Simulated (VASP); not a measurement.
# Ta2N (P-31m) in VASP: a series of runs, part 2 of 2

VASP 6.6.1. Earlier steps stand in the parts before.

## (3) Single point, PBE (c/a of the conventional cell at fixed volume 0.8579)

File INCAR:

```
PREC = Accurate ; ENCUT = 520
EDIFF = 1E-7 ; ISMEAR = 0
SIGMA = 0.15 ; LREAL = False
LASPH = True ; NELM = 100
ALGO = Normal ; ISIF = 2
LWAVE = False ; LCHARG = False
GGA = PE ; NBANDS = 50
```

File KPOINTS:

```
Automatic mesh
0
Gamma
  9 9 8
```

File POSCAR:

```
Ta2N
1.0
    5.4639445277      0.0000000000      0.0000000000
   -2.7319722638      4.7319147659      0.0000000000
    0.0000000000      0.0000000000      4.6875180103
Ta N
6 3
Direct
    0.6553111351      0.6553111351      0.7528547364
    0.0000000000      0.3446888649      0.7528547364
    0.3446888649      0.0000000000      0.7528547364
    0.3446888649      0.3446888649      0.2471452636
    0.0000000000      0.6553111351      0.2471452636
    0.6553111351      0.0000000000      0.2471452636
    0.6666666667      0.3333333333      0.5000000000
    0.3333333333      0.6666666667      0.5000000000
    0.0000000000      0.0000000000      0.0000000000
```

Potentials or basis: VASP PAW PBE potentials, release 64 (Ta_pv, N).

Started as:

```bash
$ cat potpaw_PBE.64/Ta_pv/POTCAR potpaw_PBE.64/N/POTCAR > POTCAR
$ mpirun -np 1 vasp_std > vasp.out
```

OUTCAR:

```text
PREC = Accurate
   ENCUT = 520
   EDIFF = 1E-7
   ISMEAR = 0
   LREAL = False
   LASPH = True
   NELM = 100
   ISIF = 2
   GGA = PE

 ion  position               nearest neighbor table
   1  0.655  0.655  0.753-   8 2.15   7 2.15   9 2.21   4 2.87   4 2.92   5 2.99   6 2.99   5 3.03
                             6 3.03   2 3.10   3 3.10   2 3.10   3 3.10   3 3.26   2 3.26
   2  0.000  0.345  0.753-   7 2.15   8 2.15   9 2.21   5 2.87   5 2.92   4 2.99   6 2.99   4 3.03
                             6 3.03   1 3.10   1 3.10   3 3.10   3 3.10   3 3.26   1 3.26
   3  0.345  0.000  0.753-   8 2.15   7 2.15   9 2.21   6 2.87   6 2.92   4 2.99   5 2.99   4 3.03
                             5 3.03   1 3.10   2 3.10   1 3.10   2 3.10   2 3.26   1 3.26
   4  0.345  0.345  0.247-   7 2.15   8 2.15   9 2.21   1 2.87   1 2.92   2 2.99   3 2.99   2 3.03
                             3 3.03   5 3.10   6 3.10   5 3.10   6 3.10   6 3.26   5 3.26
   5  0.000  0.655  0.247-   8 2.15   7 2.15   9 2.21   2 2.87   2 2.92   1 2.99   3 2.99   1 3.03
                             3 3.03   4 3.10   4 3.10   6 3.10   6 3.10   6 3.26   4 3.26
   6  0.655  0.000  0.247-   7 2.15   8 2.15   9 2.21   3 2.87   3 2.92   1 2.99   2 2.99   1 3.03
                             2 3.03   4 3.10   5 3.10   4 3.10   5 3.10   5 3.26   4 3.26
   7  0.667  0.333  0.500-   2 2.15   6 2.15   5 2.15   3 2.15   4 2.15   1 2.15
   8  0.333  0.667  0.500-   5 2.15   3 2.15   2 2.15   6 2.15   1 2.15   4 2.15
   9  0.000  0.000  0.000-   3 2.21   6 2.21   5 2.21   2 2.21   1 2.21   4 2.21

  LATTYP: Found a hexagonal cell.
 ALAT       =     5.4639445277
 C/A-ratio  =     0.8579000000

  Lattice vectors:

 A1 = (   5.4639445277,   0.0000000000,   0.0000000000)
 A2 = (  -2.7319722638,   4.7319147659,   0.0000000000)
 A3 = (   0.0000000000,   0.0000000000,   4.6875180103)

Analysis of symmetry for initial positions (statically):
=====================================================================
 Subroutine PRICEL returns:
 Original cell was already a primitive cell.

 Routine SETGRP: Setting up the symmetry group for a
 hexagonal supercell.

 Subroutine GETGRP returns: Found 12 space group operations
 (whereof 12 operations were pure point group operations)
 out of a pool of 24 trial point group operations.

The static configuration has the point symmetry D_3d.
[... 153 lines left out ...]
   LHFCALC =     F    Hartree Fock is set to
   AEXX    =    0.0000 exact exchange contribution
   IVDW    =     0    specifies the selected vdW correction
   LEPSILON=     F    determine dielectric tensor
   LRPA    =     F    only Hartree local field effects (RPA)
 non-spin polarized calculation
 Gauss-broadening in eV      SIGMA  =   0.15
  energy-cutoff  :      520.00
  volume of cell :      121.20
 maximum number of plane-waves:      3287
 NGX is ok and might be reduce to    42
   NGX = 21   NGY = 21   NGZ = 17

 number of electron      80.9999987 magnetization

 Free energy of the ion-electron system (eV)
  ---------------------------------------------------
  ext. energy  EPLUGINS =         0.00000000
  ---------------------------------------------------
  free energy    TOTEN  =      -103.40178996 eV

  energy without entropy =     -103.36347903  energy(sigma->0) =     -103.38263450

 E-fermi :   7.4037     XC(G=0): -12.8949

 val. band max:        7.4013805649   @ k =   0.1111  -0.0000   0.0000
 cond. band min:       7.4059697922   @ k =   0.4444   0.1111   0.2500
 fundamental gap:      0.0045892273
 Fermi energy:         7.4037389235

 k-point     1 :       0.0000    0.0000    0.0000
  band No.  band energies     occupation
      1     -28.3277      2.00000
      2     -28.0713      2.00000
      3     -27.8128      2.00000
      4     -27.8128      2.00000
      5     -27.7641      2.00000
      6     -27.7641      2.00000
[... 1261 lines left out ...]
     49      10.5742      0.00000
     50      10.8826      0.00000

 [... further k-points ...]
[... 5 lines left out ...]
  --------------------------------------------------------------------------------------
  -------------------------------------------------------------------------------------
  Total       -3.9113854     -3.9113854     13.5172110     -0.0000000     -0.0000000      0.0000000
  in kB      -51.7076796    -51.7076796    178.6946421     -0.0000000     -0.0000000      0.0000000
  external PRESSURE =      25.0930943 kB  Pullay stress =       0.0000000 kB

 VOLUME and BASIS-vectors are now :
 -----------------------------------------------------------------------------
  energy-cutoff  :      520.00
  volume of cell :      121.20
      direct lattice vectors                 reciprocal lattice vectors
     5.463944528  0.000000000  0.000000000     0.183017963  0.105665470  0.000000000
    -2.731972264  4.731914766  0.000000000     0.000000000  0.211330941  0.000000000
     0.000000000  0.000000000  4.687518010     0.000000000  0.000000000  0.213332514

 POSITION                                       TOTAL-FORCE (eV/Angst)
 -----------------------------------------------------------------------------------
      1.79029      3.10088      3.52902         0.702340      1.216489      0.551511
     -0.94168      1.63104      3.52902         0.702340     -1.216489      0.551511
      1.88336      0.00000      3.52902        -1.404681     -0.000000      0.551511
      0.94168      1.63104      1.15850        -0.702340     -1.216489     -0.551511
     -1.79029      3.10088      1.15850        -0.702340      1.216489     -0.551511
      3.58058      0.00000      1.15850         1.404681     -0.000000     -0.551511
      2.73197      1.57730      2.34376         0.000000     -0.000000     -0.000000
     -0.00000      3.15461      2.34376         0.000000     -0.000000     -0.000000
      0.00000      0.00000      0.00000         0.000000     -0.000000     -0.000000
 -----------------------------------------------------------------------------------
    total drift:                                0.000000     -0.000000     -0.000000

  FREE ENERGIE OF THE ION-ELECTRON SYSTEM (eV)
  ---------------------------------------------------
  free  energy   TOTEN  =      -103.4017899590 eV

  energy  without entropy=     -103.3634790318  energy(sigma->0) =     -103.38263450
```

OSZICAR:

```text
N       E                     dE             d eps       ncg     rms          rms(c)
DAV:   1     0.840637489497E+03    0.84064E+03   -0.44105E+04  8100   0.170E+03
DAV:   2    -0.522668135572E+02   -0.89290E+03   -0.86230E+03  8854   0.509E+02
DAV:   3    -0.111774415010E+03   -0.59508E+02   -0.57889E+02 10182   0.118E+02
DAV:   4    -0.113345949585E+03   -0.15715E+01   -0.15521E+01  9848   0.182E+01
DAV:   5    -0.113386228723E+03   -0.40279E-01   -0.40177E-01 10400   0.247E+00    0.479E+01
DAV:   6    -0.104161812796E+03    0.92244E+01   -0.53902E+01 10600   0.304E+01    0.226E+01
DAV:   7    -0.103527407805E+03    0.63440E+00   -0.36296E+00  9624   0.857E+00    0.112E+01
DAV:   8    -0.103430304561E+03    0.97103E-01   -0.81404E-01  9736   0.419E+00    0.116E+00
DAV:   9    -0.103403730752E+03    0.26574E-01   -0.22458E-01 10264   0.172E+00    0.539E-01
DAV:  10    -0.103401888097E+03    0.18427E-02   -0.28207E-02 10032   0.756E-01    0.134E-01
DAV:  11    -0.103401810618E+03    0.77480E-04   -0.13838E-03  9792   0.190E-01    0.434E-02
DAV:  12    -0.103401794464E+03    0.16154E-04   -0.30195E-04 10128   0.632E-02    0.177E-02
DAV:  13    -0.103401793226E+03    0.12374E-05   -0.46770E-05 10368   0.248E-02    0.965E-03
DAV:  14    -0.103401790115E+03    0.31109E-05   -0.17310E-05 10488   0.168E-02    0.277E-03
DAV:  15    -0.103401790079E+03    0.36825E-07   -0.12288E-06  8568   0.516E-03    0.776E-04
DAV:  16    -0.103401789938E+03    0.14112E-06   -0.50309E-08  6256   0.139E-03    0.497E-04
DAV:  17    -0.103401789959E+03   -0.21430E-07   -0.89864E-09  6056   0.518E-04
   1 F= -.10340179E+03 E0= -.10338263E+03  d E =-.383109E-01
```

stdout:

```text
POSCAR found type information on POSCAR TaN
 POSCAR found :  2 types and       9 ions
 scaLAPACK will be used
 LDA part: xc-table for (Slater+PW92), standard interpolation
 POSCAR, INCAR and KPOINTS ok, starting setup
 FFT: planning ... GRIDC
 FFT: planning ... GRID_SOFT
 FFT: planning ... GRID
 WAVECAR not read
 entering main loop
```

It took 8.7 min on 1 thread of Intel Xeon 6975P-C, shared host; peak memory 0.49 GiB.

What came out:

```
Free energy   : -103.4018 eV
Pressure      : 2.5 GPa
Largest force : 1.509 eV/Å
```

Forces in eV/Å, atoms in the order of the input:
```
Ta   0.702  1.216  0.552
Ta   0.702 -1.216  0.552
Ta  -1.405  0.000  0.552
Ta  -0.702 -1.216 -0.552
Ta  -0.702  1.216 -0.552
Ta   1.405  0.000 -0.552
N    0.000  0.000  0.000
N    0.000  0.000  0.000
N    0.000  0.000  0.000
```

Stress tensor (GPa, compression positive):
```
-5.17  0.00  0.00
 0.00 -5.17  0.00
 0.00  0.00 17.87
```

Caveat: spin-orbit coupling is left out, which moves the levels of the heavy elements; forces of over 1 eV/Å act on the atoms, so gaps and moduli don't describe the material at rest.
